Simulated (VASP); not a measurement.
# Ta6HN6F in VASP: further runs

Ta6HN6F is run at these levels: PBE+D3(BJ); tasks: single point.

Program: VASP 6.6.1. These are calculated values, not measurements. Logs are shortened: lines on timing, memory, paths and dates and some standing lists are left out, and cuts for length are marked.

**1. The cell of the first run**

The cell holds a slab with vacuum, 14 atoms: a = 5.208 Å, b = 5.208 Å, c = 16.372 Å, α = 90.00°, β = 90.00°, γ = 120.00°.

**2. Single point, PBE+D3(BJ)**

The input, INCAR:

```
ALGO = Normal ; EDIFF = 1E-6
ENCUT = 520 ; GGA = PE
ISIF = 2 ; ISMEAR = 0
IVDW = 12 ; LASPH = T
LCHARG = F ; LREAL = F
LWAVE = F ; NBANDS = 65
NELM = 60 ; PREC = Accurate
SIGMA = 0.05
```

The input, KPOINTS:

```
k-points
0
Gamma
  2 2 1
```

The input, POSCAR:

```
Ta6HN6F
1.0
    5.2084950000      0.0000000000      0.0000000000
   -2.6042480000      4.5106890000      0.0000000000
    0.0000000000      0.0000000000     16.3721220000
Ta N F H
6 6 1 1
Direct
    0.0000000000      0.0000000000      0.0610794374
    0.3342163722      0.6683074360      0.1357900338
    0.6674847361      0.3328611217      0.1362985812
   -0.0025599442     -0.0024719062      0.2366122119
    0.3318713301      0.6665587009      0.3176924775
    0.6533706356      0.3269591408      0.3172896586
    0.3923922361      0.0000000000      0.0610794374
    0.6076078602      0.6076078400      0.0610794374
    0.0000000956      0.3923921600      0.0610794374
    0.3869301342     -0.0033442784      0.2307899367
    0.6107818086      0.6096800289      0.2304983435
   -0.0046786101      0.3853801492      0.2337265139
   -0.0021492519      0.4529651678      0.4049349864
    0.4564327730      0.9977094408      0.3915087488
```

Potentials or basis: VASP PAW PBE potentials, release 64 (Ta_pv, N, F, H).

Run with:

```
$ cat potpaw_PBE.64/Ta_pv/POTCAR potpaw_PBE.64/N/POTCAR potpaw_PBE.64/F/POTCAR potpaw_PBE.64/H/POTCAR > POTCAR
$ mpirun -np 1 vasp_std > vasp.out
```

OUTCAR:

```text
EDIFF = 1E-6
   ENCUT = 520
   GGA = PE
   ISIF = 2
   ISMEAR = 0
   IVDW = 12
   LASPH = T
   LREAL = F
   NELM = 60
   PREC = Accurate
 IVDW          = 12

 ion  position               nearest neighbor table
   1  0.000  0.000  0.061-   9 2.04   8 2.04   7 2.04   4 2.87   2 3.24   2 3.24   3 3.24   3 3.25
                             3 3.25   2 3.25
   2  0.334  0.668  0.136-   7 2.01   8 2.02   9 2.02  10 2.22  11 2.24  12 2.29   5 2.98   3 3.00
                             3 3.01   3 3.02   1 3.24   1 3.24   1 3.25   4 3.42   4 3.43   4 3.45
   3  0.667  0.333  0.136-   9 2.02   7 2.02   8 2.03  11 2.23  10 2.24  12 2.25   6 2.96   2 3.00
                             2 3.01   2 3.02   1 3.24   1 3.25   1 3.25   4 3.42   4 3.42   4 3.44
   4  0.997  0.998  0.237-  11 2.02  12 2.03  10 2.03   1 2.87   6 3.24   5 3.28   5 3.28   5 3.30
                             6 3.30   6 3.31   2 3.42   3 3.42   3 3.42   2 3.43   3 3.44   2 3.45
   5  0.332  0.667  0.318-  14 1.93  13 2.09  12 2.13  10 2.14  11 2.16   2 2.98   6 2.98   6 2.98
                             6 3.06   4 3.28   4 3.28   4 3.30
   6  0.653  0.327  0.317-  14 1.93  10 2.12  13 2.13  11 2.14  12 2.14   3 2.96   5 2.98   5 2.98
                             5 3.06   4 3.24   4 3.30   4 3.31
   7  0.392  0.000  0.061-   2 2.01   3 2.02   1 2.04
   8  0.608  0.608  0.061-   2 2.02   3 2.03   1 2.04
   9  0.000  0.392  0.061-   3 2.02   2 2.02   1 2.04
  10  0.387  0.997  0.231-   4 2.03   6 2.12   5 2.14   2 2.22   3 2.24
  11  0.611  0.610  0.230-   4 2.02   6 2.14   5 2.16   3 2.23   2 2.24
  12  0.995  0.385  0.234-   4 2.03   5 2.13   6 2.14   3 2.25   2 2.29
  13  0.998  0.453  0.405-   5 2.09   6 2.13
  14  0.456  0.998  0.392-   6 1.93   5 1.93

  LATTYP: Found a hexagonal cell.
 ALAT       =     5.2084950000
 C/A-ratio  =     3.1433498544

  Lattice vectors:

 A1 = (   5.2084950000,   0.0000000000,   0.0000000000)
 A2 = (  -2.6042480000,   4.5106890000,   0.0000000000)
 A3 = (   0.0000000000,   0.0000000000,  16.3721220000)

Analysis of symmetry for initial positions (statically):
=====================================================================
 Subroutine PRICEL returns:
 Original cell was already a primitive cell.

 Routine SETGRP: Setting up the symmetry group for a
 hexagonal supercell.

 Subroutine GETGRP returns: Found  1 space group operations
 (whereof  1 operations were pure point group operations)
 out of a pool of 24 trial point group operations.

The static configuration has the point symmetry C_1 .

Analysis of symmetry for dynamics (positions and initial velocities):
=====================================================================
 Subroutine PRICEL returns:
 Original cell was already a primitive cell.

 Routine SETGRP: Setting up the symmetry group for a
 hexagonal supercell.

 Subroutine GETGRP returns: Found  1 space group operations
 (whereof  1 operations were pure point group operations)
 out of a pool of 24 trial point group operations.

The dynamic configuration has the point symmetry C_1 .

 Subroutine INISYM returns: Found  1 space group operations
 (whereof  1 operations are pure point group operations),
 and found     1 'primitive' translations

----------------------------------------------------------------------------------------

                                     Primitive cell

  volume of cell :     384.6450

  direct lattice vectors                    reciprocal lattice vectors
     5.208495000  0.000000000  0.000000000     0.191994041  0.110847832  0.000000000
    -2.604248000  4.510689000  0.000000000     0.000000000  0.221695621  0.000000000
     0.000000000  0.000000000 16.372122000     0.000000000  0.000000000  0.061079437

  length of vectors
     5.208495000  5.208495263 16.372122000     0.221695632  0.221695621  0.061079437

  position of ions in fractional coordinates (direct lattice)
     0.000000000  0.000000000  0.061079437
     0.334216372  0.668307436  0.135790034
     0.667484736  0.332861122  0.136298581
     0.997440056  0.997528094  0.236612212
     0.331871330  0.666558701  0.317692478
     0.653370636  0.326959141  0.317289659
     0.392392236  0.000000000  0.061079437
     0.607607860  0.607607840  0.061079437
     0.000000096  0.392392160  0.061079437
     0.386930134  0.996655722  0.230789937
     0.610781809  0.609680029  0.230498344
[... 32 lines left out ...]
     0.095997020  0.055423916  0.000000000     0.500000000  0.000000000  0.000000000
     0.000000000  0.110847811  0.000000000     0.000000000  0.500000000  0.000000000
     0.000000000  0.000000000  0.061079437     0.000000000  0.000000000  1.000000000

  Length of vectors
     0.110847816  0.110847811  0.061079437

  Shift w.r.t. Gamma in fractional coordinates (k-lattice)
     0.000000000  0.000000000  0.000000000

 Subroutine IBZKPT returns following result:
 ===========================================

 Found      4 irreducible k-points:

 Following reciprocal coordinates:
            Coordinates               Weight
  0.000000  0.000000  0.000000      1.000000
  0.500000  0.000000  0.000000      1.000000
  0.000000  0.500000  0.000000      1.000000
  0.500000  0.500000  0.000000      1.000000
   k-points           NKPTS =      4   k-points in BZ     NKDIM =      4   number of bands    NBANDS=     65
   number of dos      NEDOS =    301   number of ions     NIONS =     14
   total plane-waves  NPLWV = 201600
   dimension x,y,z NGX =    40 NGY =   40 NGZ =  126
   dimension x,y,z NGXF=    80 NGYF=   80 NGZF=  252
   ions per type =               6   6   1   1
   NGX,Y,Z   is equivalent  to a cutoff of  12.77, 12.77, 12.79 a.u.
   NGXF,Y,Z  is equivalent  to a cutoff of  25.53, 25.53, 25.59 a.u.
 SYSTEM =  unknown system
   PREC   = accura    normal or accurate (medium, high low for compatibility)
   ISTART =      0    job   : 0-new  1-cont  2-samecut
   ICHARG =      2    charge: 1-file 2-atom 10-const
   ISPIN  =      1    spin polarized calculation?
   LNONCOLLINEAR =      F non collinear calculations
   LSORBIT =      F    spin-orbit coupling
   LASPH  =      T    aspherical Exc in radial PAW
   ENCUT  =  520.0 eV  38.22 Ry    6.18 a.u.   9.68  9.68 30.44*2*pi/ulx,y,z
   NELM   =     60;   NELMIN=  2; NELMDL= -5     # of ELM steps
   EDIFF  = 0.1E-05   stopping-criterion for ELM
   LREAL  =      F    real-space projection
   EDIFFG = 0.1E-04   stopping-criterion for IOM
   NSW    =      0    number of steps for IOM
   IBRION =     -1    ionic relax: 0-MD 1-quasi-New 2-CG
   NFREE  =      0    steps in history (QN), initial steepest desc. (CG)
   ISIF   =      2    stress and relaxation
   ISYM   =      2    0-nonsym 1-usesym 2-fastsym
   POTIM  = 0.5000    time-step for ionic-motion
   TEBEG  =    0.0;   TEEND  =   0.0 temperature during run
   PSTRESS=    0.0 pullay stress
   NELECT =     104.0000    total number of electrons
   NUPDOWN=      -1.0000    fix difference up-down
   EMIN   =  10.00;   EMAX   =-10.00  energy-range for DOS
   EFERMI =   0.00;   METHOD = LEGACY
   ISMEAR =     0;   SIGMA  =   0.05  broadening in eV -4-tet -1-fermi 0-gaus
   EFERMI_NEDOS =   21; number of points for ismear=-14 and -15
   IALGO  =     38    algorithm
   IMIX   =      4    mixing-type and parameters
     AMIX     =   0.40;   BMIX     =  1.00
     AMIX_MAG =   1.60;   BMIX_MAG =  1.00
  volume/ion in A,a.u.               =      27.47       185.41
  Fermi-wavevector in a.u.,A,eV,Ry     =   1.058602  2.000467 15.247199  1.120637
  Thomas-Fermi vector in A             =   2.193917
   LORBIT       =      0    0 simple, 1 ext, 2 COOP (PROOUT), +10 PAW based schemes
   GGA     = PE    functional components
   LHFCALC =     F    Hartree Fock is set to
   AEXX    =    0.0000 exact exchange contribution
   IVDW    =    12    specifies the selected vdW correction
   LEPSILON=     F    determine dielectric tensor
   LRPA    =     F    only Hartree local field effects (RPA)
 non-spin polarized calculation
 Gauss-broadening in eV      SIGMA  =   0.05
  energy-cutoff  :      520.00
  volume of cell :      384.65
 maximum number of plane-waves:     10386
 NGX is ok and might be reduce to    40
   NGX = 19   NGY = 19   NGZ = 61

 number of electron     104.0000002 magnetization

 Free energy of the ion-electron system (eV)
  ---------------------------------------------------
  ext. energy  EPLUGINS =         0.00000000
  ---------------------------------------------------
  free energy    TOTEN  =      -136.89588523 eV

  energy without entropy =     -136.89464061  energy(sigma->0) =     -136.89526292

 E-fermi :  -0.2816     XC(G=0):  -6.0309

 val. band max:       -0.3612578955   @ k =   0.5000   0.5000   0.0000
 cond. band min:      -0.2034178758   @ k =   0.0000   0.0000   0.0000
 fundamental gap:      0.1578400197
 Fermi energy:        -0.2816406462

 k-point     1 :       0.0000    0.0000    0.0000
  band No.  band energies     occupation
      1     -35.8184      2.00000
      2     -35.6192      2.00000
      3     -35.5911      2.00000
      4     -35.5821      2.00000
      5     -35.5662      2.00000
      6     -35.4867      2.00000
[... 257 lines left out ...]
     63       3.2920      0.00000
     64       3.5478      0.00000
 [bands above 64 left out]

------------------------ aborting loop because EDIFF is reached ----------------------------------------

 Edisp (eV)   -3.37098

 E8    (eV) :    -1.5821

  FORCE on cell =-STRESS in cart. coord.  units (eV):
  Direction    XX          YY          ZZ          XY          YZ          ZX
  --------------------------------------------------------------------------------------
  -------------------------------------------------------------------------------------
  Total      -5.50391    -4.53376     0.43966     0.78181    -0.00550    -0.00165
  in kB     -22.92567   -18.88466     1.83133     3.25649    -0.02291    -0.00689
  external pressure =      -13.33 kB  Pullay stress =        0.00 kB

 VOLUME and BASIS-vectors are now :
 -----------------------------------------------------------------------------
  energy-cutoff  :      520.00
  volume of cell :      384.65
      direct lattice vectors                 reciprocal lattice vectors
     5.208495000  0.000000000  0.000000000     0.191994041  0.110847832  0.000000000
    -2.604248000  4.510689000  0.000000000     0.000000000  0.221695621  0.000000000
     0.000000000  0.000000000 16.372122000     0.000000000  0.000000000  0.061079437

 POSITION                                       TOTAL-FORCE (eV/Angst)
 -----------------------------------------------------------------------------------
      0.00000      0.00000      1.00000        -0.067180     -0.030999      0.200832
      0.00033      3.01453      2.22317        -0.001921     -0.006896      0.065199
      2.60974      1.50143      2.23150        -0.002895      0.003374      0.059465
      2.59735      4.49954      3.87384        -0.000432      0.005066     -0.000325
     -0.00733      3.00664      5.20130         0.047921      0.031540      0.002115
      2.55160      1.47481      5.19470        -0.045504     -0.015371      0.009068
      2.04377      0.00000      1.00000        -2.401161     -0.008601     -0.211823
      1.58236      2.74073      1.00000         1.251716      2.054350     -0.169139
     -1.02189      1.76996      1.00000         1.222011     -2.017461     -0.047231
     -0.58022      4.49560      3.77852         0.013329     -0.001644      0.002201
      1.59350      2.75008      3.77375        -0.007974     -0.011690      0.002249
      4.18050      1.73833      3.82660        -0.007739      0.012375     -0.004030
      4.01767      2.04318      6.62964         0.001327     -0.016480      0.082479
     -0.22095      4.50036      6.40983        -0.001499      0.002436      0.008940
 -----------------------------------------------------------------------------------
    total drift:                               -0.000817      0.000276     -0.000107

  FREE ENERGIE OF THE ION-ELECTRON SYSTEM (eV)
  ---------------------------------------------------
  free  energy   TOTEN  =      -140.2668608838 eV

  energy  without entropy=     -140.2656162678  energy(sigma->0) =     -140.26623858
```

Run time: 4.4 min. Hardware: 1 thread of Intel Xeon Platinum 8259CL at 2.50GHz (Skylake/Cascade Lake), shared host; peak memory 0.53 GiB.

What came out:

```yaml
Free_energy: -140.2669 eV
Largest_force: 2.412 eV/Å
Band_gap_on_the_k_mesh: zero (bands 52 and 53 overlap by 0.16 eV)
Dispersion_energy_per_atom: -0.241 eV
```

Forces in eV/Å, atoms in the order of the input:
```
Ta  -0.067 -0.031  0.201
Ta  -0.002 -0.007  0.065
Ta  -0.003  0.003  0.059
Ta   0.000  0.005  0.000
Ta   0.048  0.032  0.002
Ta  -0.046 -0.015  0.009
N   -2.401 -0.009 -0.212
N    1.252  2.054 -0.169
N    1.222 -2.017 -0.047
N    0.013 -0.002  0.002
N   -0.008 -0.012  0.002
N   -0.008  0.012 -0.004
F    0.001 -0.016  0.082
H   -0.001  0.002  0.009
```

Caveat: the k points lie up to 0.70 Å⁻¹ apart; there is no dipole correction, which matters where the two faces differ; spin-orbit coupling is left out, which moves the levels of the heavy elements.

**3. Single point, PBE+D3(BJ)**

The input, INCAR:

```
  PREC = Accurate
  ENCUT = 520
  EDIFF = 1E-6
  ISMEAR = 0
  SIGMA = 0.05
  LREAL = False
  LASPH = True
  NELM = 80
  ALGO = Normal
  ISIF = 2
  LWAVE = False
  LCHARG = False
  GGA = PE
  IVDW = 12
  NBANDS = 65
```

The input, KPOINTS:

```
regular mesh
0
Gamma
  2 2 1
```

The input, POSCAR:

```
Ta6HN6F
1.0
    5.2084950000      0.0000000000      0.0000000000
   -2.6042480000      4.5106890000      0.0000000000
    0.0000000000      0.0000000000     16.3721220000
Ta N F H
6 6 1 1
Direct
    0.0000000000      0.0000000000      0.0610794374
    0.3322302135      0.6662254924      0.1340668607
    0.6664002650      0.3338385777      0.1351987238
   -0.0012115357     -0.0006628699      0.2371590561
    0.3216853768      0.6608981466      0.3137859588
    0.6403632595      0.3214078825      0.3272781622
    0.3923922361      0.0000000000      0.0610794374
    0.6076078602      0.6076078400      0.0610794374
   -0.0000000964      0.3923921600      0.0610794374
    0.3854218488     -0.0075012930      0.2293460799
    0.6072664016      0.6092315387      0.2313896146
   -0.0053521569      0.3912408947      0.2327691548
   -0.3363628163      0.3369540662      0.4426542876
    0.1384590788      0.8783930792      0.3601472063
```

Potentials or basis: VASP PAW PBE potentials, release 64 (Ta_pv, N, F, H).

Run with:

```
$ cat potpaw_PBE.64/Ta_pv/POTCAR potpaw_PBE.64/N/POTCAR potpaw_PBE.64/F/POTCAR potpaw_PBE.64/H/POTCAR > POTCAR
$ mpirun -np 1 vasp_std > vasp.out
```

Run time: 6.3 min. Hardware: 1 thread of Intel Xeon Platinum 8259CL at 2.50GHz (Skylake/Cascade Lake), shared host; peak memory 0.53 GiB.

The run converged. Its results:

| Quantity | Value |
| --- | --- |
| Free energy | -139.1557 eV |
| Largest force | 2.342 eV/Å |
| Band gap on the k mesh | 0.20 eV |
| Dispersion energy per atom | -0.239 eV |

Forces in eV/Å, atoms in the order of the input:
```
Ta   0.004  0.033  0.601
Ta  -0.007 -0.022  0.099
Ta  -0.005  0.000  0.060
Ta  -0.006  0.004  0.010
Ta  -0.030  0.026  0.105
Ta  -0.008 -0.005 -0.171
N   -2.272  0.063 -0.314
N    1.256  1.957 -0.276
N    1.031 -2.061 -0.268
N    0.015  0.002 -0.018
N    0.014 -0.014 -0.010
N   -0.002  0.007 -0.025
F    0.002  0.012  0.208
H    0.007 -0.002 -0.003
```

Levels at points of the mesh, in eV from the valence-band top:
| k point | band 48 | band 49 | band 50 | band 51 | band 52 | band 53 | band 54 | band 55 | band 56 | band 57 |
| --- | --- | --- | --- | --- | --- | --- | --- | --- | --- | --- |
| (0.00, 0.00, 0.00) | -1.78 | -1.13 | -0.65 | -0.29 | -0.25 | 0.32 | 0.43 | 0.84 | 1.79 | 1.83 |
| (0.50, 0.00, 0.00) | -1.54 | -1.43 | -1.26 | -0.88 | -0.32 | 0.25 | 0.58 | 0.93 | 1.55 | 1.82 |
| (0.00, 0.50, 0.00) | -1.52 | -1.34 | -1.14 | -0.87 | -0.60 | 0.24 | 0.33 | 0.99 | 1.57 | 1.86 |
| (0.50, 0.50, 0.00) | -1.66 | -1.40 | -1.25 | -0.64 | 0.00 | 0.20 | 0.68 | 0.96 | 1.53 | 1.77 |

Caveat: the k points lie up to 0.70 Å⁻¹ apart; there is no dipole correction, which matters where the two faces differ; spin-orbit coupling is left out, which moves the levels of the heavy elements.

**4. Single point, PBE+D3(BJ)**

The input, INCAR:

```
SYSTEM = Ta6HN6F
PREC     = Accurate       ! precision mode
ENCUT    = 520            ! plane-wave cutoff, eV
EDIFF    = 1E-6           ! SCF threshold, eV
ISMEAR   = 0              ! smearing method
SIGMA    = 0.05           ! smearing width, eV
LREAL    = .False.        ! projectors in reciprocal space
LASPH    = .True.         ! aspherical terms in the spheres
NELM     = 80             ! most SCF steps
ALGO     = Normal         ! electronic algorithm
ISIF     = 2              ! what is computed and relaxed
LWAVE    = .False.        ! write WAVECAR
LCHARG   = .False.        ! write CHGCAR
GGA      = PE             ! functional
IVDW     = 12             ! dispersion correction
NBANDS   = 65             ! bands
```

The input, KPOINTS:

```
Automatic mesh
0
Gamma
  2 2 1
  0 0 0
```

The input, POSCAR:

```
Ta6HN6F
1.0
    5.2084950000      0.0000000000      0.0000000000
   -2.6042480000      4.5106890000      0.0000000000
    0.0000000000      0.0000000000     16.3721220000
Ta N F H
6 6 1 1
Direct
    0.0000000000      0.0000000000      0.0610794374
    0.3342163722      0.6683074360      0.1357900338
    0.6674847361      0.3328611217      0.1362985812
   -0.0025599442     -0.0024719062      0.2366122119
    0.3318713301      0.6665587009      0.3176924775
    0.6533706356      0.3269591408      0.3172896586
    0.3923922361      0.0000000000      0.0610794374
    0.6076078602      0.6076078400      0.0610794374
    0.0000000956      0.3923921600      0.0610794374
    0.3869301342     -0.0033442784      0.2307899367
    0.6107818086      0.6096800289      0.2304983435
   -0.0046786101      0.3853801492      0.2337265139
   -0.0021492519      0.4529651678      0.4049349864
    0.4564327730      0.9977094408      0.3915087488
```

Run with:

```
$ cat potpaw_PBE.64/Ta_pv/POTCAR potpaw_PBE.64/N/POTCAR potpaw_PBE.64/F/POTCAR potpaw_PBE.64/H/POTCAR > POTCAR
$ mpirun -np 1 vasp_std > vasp.out
```

Run time: 7.2 min. Hardware: 1 thread of Intel Xeon Platinum 8259CL at 2.50GHz (Skylake/Cascade Lake), shared host; peak memory 0.53 GiB.

It converged, with:

```
Free energy                : -140.2669 eV
Largest force              : 2.412 eV/Å
Band gap on the k mesh     : zero (bands 52 and 53 overlap by 0.16 eV)
Dispersion energy per atom : -0.241 eV
```

Forces in eV/Å, atoms in the order of the input:
```
Ta  -0.067 -0.031  0.201
Ta  -0.002 -0.007  0.065
Ta  -0.003  0.003  0.059
Ta   0.000  0.005  0.000
Ta   0.048  0.032  0.002
Ta  -0.046 -0.015  0.009
N   -2.401 -0.009 -0.212
N    1.252  2.054 -0.169
N    1.222 -2.017 -0.047
N    0.013 -0.002  0.002
N   -0.008 -0.012  0.002
N   -0.008  0.012 -0.004
F    0.001 -0.016  0.082
H   -0.001  0.002  0.009
```

Levels at points of the mesh, in eV from the Fermi level:
```csv
k point,band 48,band 49,band 50,band 51,band 52,band 53,band 54,band 55,band 56,band 57
"(0.00, 0.00, 0.00)",-1.76,-0.94,-0.73,-0.11,0.08,0.21,0.44,1.72,1.92,1.94
"(0.50, 0.00, 0.00)",-1.49,-1.29,-1.03,-0.53,-0.31,0.37,0.83,1.54,1.86,1.95
"(0.00, 0.50, 0.00)",-1.43,-1.28,-1.10,-0.42,-0.25,0.31,0.81,1.64,1.69,1.97
"(0.50, 0.50, 0.00)",-1.47,-1.28,-1.07,-0.30,-0.24,-0.08,0.46,1.58,1.86,1.98
```

Caveat: the k points lie up to 0.70 Å⁻¹ apart; there is no dipole correction, which matters where the two faces differ; spin-orbit coupling is left out, which moves the levels of the heavy elements.

The gap in the log of VASP goes by the Fermi energy; the results here count the filled bands.